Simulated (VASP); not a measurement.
Runs of VASP 6.6.1 on CdSe. The structure is that of space group P6_3mc (No. 186), or close to it. The cells are those of the table. 

```tsv
level	cell	gap on the mesh (eV)	pressure (GPa)
PBE	a = 4.295, b = 4.295, c = 7.010 Å, angles 90.0, 90.0, 120.0°, 4 atoms	(c)	3.5
PBE	a = 4.340, b = 4.340, c = 7.083 Å, angles 90.0, 90.0, 120.0°, 4 atoms	0.61	1.7
r2SCAN	a = 4.384, b = 4.384, c = 7.147 Å, angles 90.0, 90.0, 120.0°, 4 atoms	1.02	-1.2
r2SCAN	a = 4.426, b = 4.426, c = 7.215 Å, angles 90.0, 90.0, 120.0°, 4 atoms	(a)	(b)
PBE	a = 4.384, b = 4.384, c = 7.156 Å, angles 90.0, 90.0, 120.0°, 4 atoms	0.54	0.2
```

Alike in all rows: task single point; potentials or basis VASP PAW PBE potentials, release 64 (Cd, Se); no spin polarisation; k mesh 6 × 6 × 4; cutoff (eV) 520; smearing gaussian 0.01 eV.

Question: Estimate the missing entries.

Answer: (a) 0.95; (b) -2.4; (c) 0.68.

Caveats: the PAW data sets were made with another functional, which shifts forces and pressure a little (some runs).

A k mesh can miss the band edges, and the runs leave out spin-orbit coupling on Cd, Se.
